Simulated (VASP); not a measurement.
# Zn in VASP: relaxation of the atoms with PBEsol

Aim: the relaxation of the atoms of Zn with PBEsol.

Everything below comes from runs of VASP 6.6.1. Logs are shortened: lines on timing, memory, paths and dates and some standing lists are left out, and cuts for length are marked.

## Step 1: The cell of the first run

The cell holds a slab with vacuum, 2 atoms: a = 2.590 Å, b = 4.916 Å, c = 16.748 Å, α = 90.00°, β = 90.00°, γ = 90.00°.

## Step 2: Relaxation of the atoms, PBEsol

Input file INCAR:

```
ALGO = Normal
DIPOL = 0.5 0.5 0.500
EDIFF = 1E-6
EDIFFG = -0.01
ENCUT = 520
GGA = PS
IBRION = 2
IDIPOL = 3
ISIF = 2
ISMEAR = -1
KPAR = 4
LASPH = True
LCHARG = False
LDIPOL = True
LREAL = False
LWAVE = False
NELM = 80
NSW = 32
PREC = Accurate
SIGMA = 0.05
```

Input file KPOINTS:

```
k-points
0
Gamma
  16 8 1
```

Input file POSCAR:

```
Zn
1.0
    2.5897394499      0.0000000000      0.0000000000
    0.0000000000      4.9158390205      0.0000000000
    0.0000000000      0.0000000000     16.7476000000
Zn
2
Direct
    0.7500000000      0.7500000000      0.4997211770
    0.2500000000      0.2500000000      0.5002788230
```

Potentials or basis: VASP PAW PBE potentials, release 64 (Zn).

On the command line:

```
$ cat potpaw_PBE.64/Zn/POTCAR > POTCAR
$ mpirun -np 4 vasp_std > vasp.out
```

OUTCAR:

```text
EDIFF = 1E-6
   EDIFFG = -0.01
   ENCUT = 520
   GGA = PS
   IBRION = 2
   ISIF = 2
   ISMEAR = -1
   LASPH = True
   LREAL = False
   NELM = 80
   NSW = 32
   PREC = Accurate

 ion  position               nearest neighbor table
   1  0.750  0.750  0.500-   2 2.78   2 2.78   2 2.78   2 2.78
   2  0.250  0.250  0.500-   1 2.78   1 2.78   1 2.78   1 2.78

  LATTYP: Found a simple orthorhombic cell.
 ALAT       =     2.5897394499
 B/A-ratio  =     1.8981982997
 C/A-ratio  =     6.4669053872

  Lattice vectors:

 A1 = (   2.5897394499,   0.0000000000,   0.0000000000)
 A2 = (   0.0000000000,   4.9158390205,   0.0000000000)
 A3 = (   0.0000000000,   0.0000000000,  16.7476000000)

Analysis of symmetry for initial positions (statically):
=====================================================================
 Subroutine PRICEL returns:
 Original cell was already a primitive cell.

 Routine SETGRP: Setting up the symmetry group for a
 simple orthorhombic supercell.

 Subroutine GETGRP returns: Found  8 space group operations
 (whereof  2 operations were pure point group operations)
 out of a pool of  8 trial point group operations.

The static configuration has the point symmetry S_2 .
 The point group associated with its full space group is D_2h.

Analysis of symmetry for dynamics (positions and initial velocities):
=====================================================================
 Subroutine PRICEL returns:
 Original cell was already a primitive cell.

 Routine SETGRP: Setting up the symmetry group for a
 simple orthorhombic supercell.

 Subroutine GETGRP returns: Found  8 space group operations
 (whereof  2 operations were pure point group operations)
 out of a pool of  8 trial point group operations.

The dynamic configuration has the point symmetry S_2 .
 The point group associated with its full space group is D_2h.

 Subroutine INISYM returns: Found  8 space group operations
 (whereof  2 operations are pure point group operations),
 and found     1 'primitive' translations

----------------------------------------------------------------------------------------

                                     Primitive cell

  volume of cell :     213.2094

  direct lattice vectors                    reciprocal lattice vectors
     2.589739450  0.000000000  0.000000000     0.386139231  0.000000000  0.000000000
     0.000000000  4.915839020  0.000000000     0.000000000  0.203424074  0.000000000
[... 91 lines left out ...]
   ISIF   =      2    stress and relaxation
   ISYM   =      2    0-nonsym 1-usesym 2-fastsym
   POTIM  = 0.5000    time-step for ionic-motion
   TEBEG  =    0.0;   TEEND  =   0.0 temperature during run
   PSTRESS=    0.0 pullay stress
   NELECT =      24.0000    total number of electrons
   NUPDOWN=      -1.0000    fix difference up-down
   EMIN   =  10.00;   EMAX   =-10.00  energy-range for DOS
   EFERMI =   0.00;   METHOD = LEGACY
   ISMEAR =    -1;   SIGMA  =   0.05  broadening in eV -4-tet -1-fermi 0-gaus
   EFERMI_NEDOS =   21; number of points for ismear=-14 and -15
   IALGO  =     38    algorithm
   IMIX   =      4    mixing-type and parameters
     AMIX     =   0.40;   BMIX     =  1.00
     AMIX_MAG =   1.60;   BMIX_MAG =  1.00
  volume/ion in A,a.u.               =     106.60       719.40
  Fermi-wavevector in a.u.,A,eV,Ry     =   0.790454  1.493741  8.501154  0.624817
  Thomas-Fermi vector in A             =   1.895798
   LORBIT       =      0    0 simple, 1 ext, 2 COOP (PROOUT), +10 PAW based schemes
   GGA     = PS    functional components
   LHFCALC =     F    Hartree Fock is set to
   AEXX    =    0.0000 exact exchange contribution
   IVDW    =     0    specifies the selected vdW correction
   LEPSILON=     F    determine dielectric tensor
   LRPA    =     F    only Hartree local field effects (RPA)
 conjugate gradient relaxation of ions
 non-spin polarized calculation
  energy-cutoff  :      520.00
  volume of cell :      213.21
 maximum number of plane-waves:      5784
 NGX is ok and might be reduce to    20
   NGX =  9   NGY = 19   NGZ = 63

 number of electron      24.0000005 magnetization

 dipolmoment           0.000000      0.000000      0.000000 electrons x Angstroem

 Free energy of the ion-electron system (eV)
  ---------------------------------------------------
  ext. energy  EPLUGINS =         0.00000000
  ---------------------------------------------------
  free energy    TOTEN  =        -1.99312557 eV

  energy without entropy =       -1.98771649  energy(sigma->0) =       -1.99042103

 E-fermi :  -3.0029     XC(G=0):  -2.7444

 val. band max:       -3.1714435243   @ k =   0.0625   0.0000   0.0000
 cond. band min:      -2.9807203000   @ k =   0.1250   0.0000   0.0000
 fundamental gap:      0.1907232243
 Fermi energy:        -3.0029161794

 k-point     1 :       0.0000    0.0000    0.0000
  band No.  band energies     occupation
      1     -11.3088      2.00000
      2     -10.9796      2.00000
      3     -10.4751      2.00000
      4     -10.4629      2.00000
      5     -10.1262      2.00000
      6     -10.0140      2.00000
[... 433 lines left out ...]
      3     -10.3777      2.00000
      4     -10.3348      2.00000
      5     -10.1734      2.00000
      6     -10.1671      2.00000
[... 8 lines left out ...]
     15       2.1717      0.00000
     16       2.2930      0.00000

 [... further k-points ...]

------------------------ aborting loop because EDIFF is reached ----------------------------------------

 vacuum level on the upper side and lower side of the slab       (xc-potential included)        -0.006        -0.006

  FORCE on cell =-STRESS in cart. coord.  units (eV):
  Direction    XX          YY          ZZ          XY          YZ          ZX
  --------------------------------------------------------------------------------------
  -------------------------------------------------------------------------------------
  Total       -2.6059166     -3.3452699      0.0368093      0.0000000      0.0000000      0.0000000
  in kB      -19.5823491    -25.1382729      0.2766063      0.0000000      0.0000000      0.0000000
  external PRESSURE =     -14.8146719 kB  Pullay stress =       0.0000000 kB

 VOLUME and BASIS-vectors are now :
 -----------------------------------------------------------------------------
  energy-cutoff  :      520.00
  volume of cell :      213.21
      direct lattice vectors                 reciprocal lattice vectors
     2.589739450  0.000000000  0.000000000     0.386139231  0.000000000  0.000000000
     0.000000000  4.915839020  0.000000000     0.000000000  0.203424074  0.000000000
     0.000000000  0.000000000 16.747600000     0.000000000  0.000000000  0.059710048

 POSITION                                       TOTAL-FORCE (eV/Angst)
 -----------------------------------------------------------------------------------
      1.94230      3.68688      8.36913         0.000000     -0.000000      0.006316
      0.64743      1.22896      8.37847         0.000000      0.000000     -0.006316
 -----------------------------------------------------------------------------------
    total drift:                               -0.000000     -0.000000      0.000000

  FREE ENERGIE OF THE ION-ELECTRON SYSTEM (eV)
  ---------------------------------------------------
  free  energy   TOTEN  =        -1.9931255702 eV

  energy  without entropy=       -1.9877164887  energy(sigma->0) =       -1.99042103

 reached required accuracy - stopping structural energy minimisation

 vacuum level on the upper side and lower side of the slab         1.037         1.037
```

It took 44 s on 4 MPI ranks of Intel Xeon Platinum 8375C at 2.90GHz (Ice Lake), shared host; peak memory 0.37 GiB.

What came out:

```yaml
Free_energy: -1.9931 eV
Largest_force_after_relaxing: 0.006 eV/Å
Band_gap_on_the_k_mesh: zero (bands 12 and 13 overlap by 2.61 eV)
```

Forces in eV/Å, atoms in the order of the input:
```
Zn   0.000  0.000  0.006
Zn   0.000  0.000 -0.006
```

Final structure:
```
Zn
1.0
     2.58974    0.00000    0.00000
     0.00000    4.91584    0.00000
     0.00000    0.00000   16.74760
Zn
2
Direct
  0.75000 0.75000 0.49972
  0.25000 0.25000 0.50028
```

Caveat: the relaxation stopped at its first step, so nothing moved; the PAW data sets were made with another functional, which shifts forces and pressure a little.

The gap in the log of VASP goes by the Fermi energy; the results here count the filled bands.